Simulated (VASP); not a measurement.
Here is a VASP 6.6.1 calculation.

Contents of INCAR:

```
PREC = Accurate
ENCUT = 520
EDIFF = 1E-6
ISMEAR = 0
SIGMA = 0.05
LREAL = False
LASPH = True
NELM = 80
ALGO = Normal
ISIF = 2
LWAVE = False
LCHARG = True
GGA = PE
LELF = True
LVHAR = True
NBANDS = 11
```

KPOINTS

```
Automatic mesh
0
Gamma
  12 12 12
```

Contents of POSCAR:

```
SiC
1.0
    0.0000000000      2.1410671842      2.1410671842
    2.1410671842      0.0000000000      2.1410671842
    2.1797491314      2.1797491314     -0.0386819471
Si C
1 1
Direct
    0.0000000000      0.0000000000      0.0000000000
    0.7500000000      0.7500000000      0.7500000000
```

Potentials or basis: VASP PAW PBE potentials, release 64 (Si, C).

The run is started by

```bash
$ cat potpaw_PBE.64/Si/POTCAR potpaw_PBE.64/C/POTCAR > POTCAR
$ mpirun -np 1 vasp_std > vasp.out
```

Question: Predict the band gap on the k mesh.

Answer: 1.26 eV, indirect (least direct gap 4.41 eV).

Question: What does it give for the largest force?

Answer: 0.265 eV/Å.

Stress tensor (GPa, compression positive):
```
 9.57 -5.14  5.14
-5.14  9.57  5.14
 5.14  5.14  9.57
```

A k mesh can miss the band edges.
